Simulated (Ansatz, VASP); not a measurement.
LaAl3N2 in VASP and in Ansatz

```
CELL_PARAMETERS angstrom
2.45068 1.41490 4.43108
-2.45068 1.41490 4.43108
0.00000 -2.82980 4.43108
ATOMIC_POSITIONS crystal
La 0.00000 0.00000 0.00000
Al 0.50000 0.50000 0.50000
Al 0.77270 0.77270 0.77270
Al 0.22730 0.22730 0.22730
N 0.63567 0.63567 0.63567
N 0.36433 0.36433 0.36433
```

Alike in both runs: functional PBE; k mesh 4 × 4 × 4; occupations gaussian, width 0.2 eV; no spin polarisation.

Ansatz relaxed the structure, and its values are those at the end. VASP's run is a single point on that final structure, the one shown.

|  | VASP | Ansatz |
| --- | --- | --- |
| version | VASP 6.6.1 | Ansatz 0.2.0 |
| potentials or method | VASP PAW PBE potentials, release 64 (La, Al, N), cutoff 520 eV | scalar-relativistic, plane waves, PAW |
| valence electrons in the cell | 30 | 30 |

|  | VASP | Ansatz | Ansatz less VASP |
| --- | --- | --- | --- |
| gap on the k mesh at the Fermi level (eV) | none | none | - |
| pressure (GPa) | 0.0 | 0.1 | +0.11 |
| rms of the force components (eV/Å) | 0.016 | 0.018 | +0.0015 |

A gap of «none» marks a metal or a gap that the smearing closes. With one functional, cell and mesh, what is left measures potentials, basis and numerics.

The k mesh is coarse, so the values compare programs but aren't converged. Neither program's run includes spin-orbit coupling.
